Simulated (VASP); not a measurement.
Wanted: the native input for a VASP 6.6.1 run.

- Task: single point
- Functional: HSE06
- Potentials or basis: VASP PAW PBE potentials, release 64 (Cd, S)
- Cutoff: 520 eV
- k mesh: 6 × 6 × 6
- Occupations: fermi-dirac, width 0.05 eV
- Spin: no spin polarisation
- Dipole correction: no
- Grid for exact exchange (PRECFOCK): Normal
- Further INCAR settings: ALGO = Normal; EDIFF = 1e-06; NBANDS = 16
- Share of exact exchange: 0.25
- Screening parameter: 0.2079 1/Å

The system is CdS.

```
Cd S
1.0
     0.00000    2.69704    2.69704
     2.69704    0.00000    2.69704
     2.69704    2.69704    0.00000
Cd S
1 1
Direct
  0.00000 0.00000 0.00000
  0.50000 0.50000 0.50000
```

These files were run (other wordings do the same):

POSCAR

```
CdS
1.0
    0.0000000000      2.6970395763      2.6970395763
    2.6970395763      0.0000000000      2.6970395763
    2.6970395763      2.6970395763      0.0000000000
Cd S
1 1
Direct
    0.0000000000      0.0000000000      0.0000000000
    0.5000000000      0.5000000000      0.5000000000
```

INCAR.step1

```
ALGO     = Normal         # electronic algorithm
EDIFF    = 1E-5           # SCF threshold, eV
ENCUT    = 520            # plane-wave cutoff, eV
GGA      = PE             # functional
ISIF     = 2              # what is computed and relaxed
ISMEAR   = -1             # smearing method
LASPH    = T              # aspherical terms in the spheres
LCHARG   = F              # write CHGCAR
LREAL    = F              # projectors in reciprocal space
LWAVE    = T              # write WAVECAR
NBANDS   = 16             # bands
NELM     = 80             # most SCF steps
PREC     = Accurate       # precision mode
SIGMA    = 0.05           # smearing width, eV
```

INCAR.step2

```
ALGO     = Normal         # electronic algorithm
EDIFF    = 1E-6           # SCF threshold, eV
ENCUT    = 520            # plane-wave cutoff, eV
GGA      = PE             # functional
HFSCREEN = 0.2079         # screening, 1/A
ISIF     = 2              # what is computed and relaxed
ISMEAR   = -1             # smearing method
ISTART   = 1            
LASPH    = T              # aspherical terms in the spheres
LCHARG   = F              # write CHGCAR
LHFCALC  = T              # exact exchange
LREAL    = F              # projectors in reciprocal space
LWAVE    = F              # write WAVECAR
NBANDS   = 16             # bands
NELM     = 80             # most SCF steps
PREC     = Accurate       # precision mode
PRECFOCK = Normal       
SIGMA    = 0.05           # smearing width, eV
```

KPOINTS

```
k-points
0
Gamma
  6 6 6
```

Potentials or basis: VASP PAW PBE potentials, release 64 (Cd, S).

Command:

```console
$ cat potpaw_PBE.64/Cd/POTCAR potpaw_PBE.64/S/POTCAR > POTCAR
$ cp INCAR.step1 INCAR
$ mpirun -np 1 vasp_std > vasp.out
$ cp INCAR.step2 INCAR
$ mpirun -np 1 vasp_std > vasp.out
```

It gave:

| Quantity | Value |
| --- | --- |
| Pressure | 3.3 GPa |
| Band gap on the k mesh | 1.23 eV (least direct gap 3.00 eV) |

Caveat: the cell stands under pressure; the PAW data sets were made with another functional, which shifts forces and pressure a little.

Wall time 37 min on 1 thread of Intel(R) Xeon(R) Platinum 8259CL CPU @ 2.50GHz (Skylake/Cascade Lake), with other jobs on the host, peak memory 0.28 GiB.
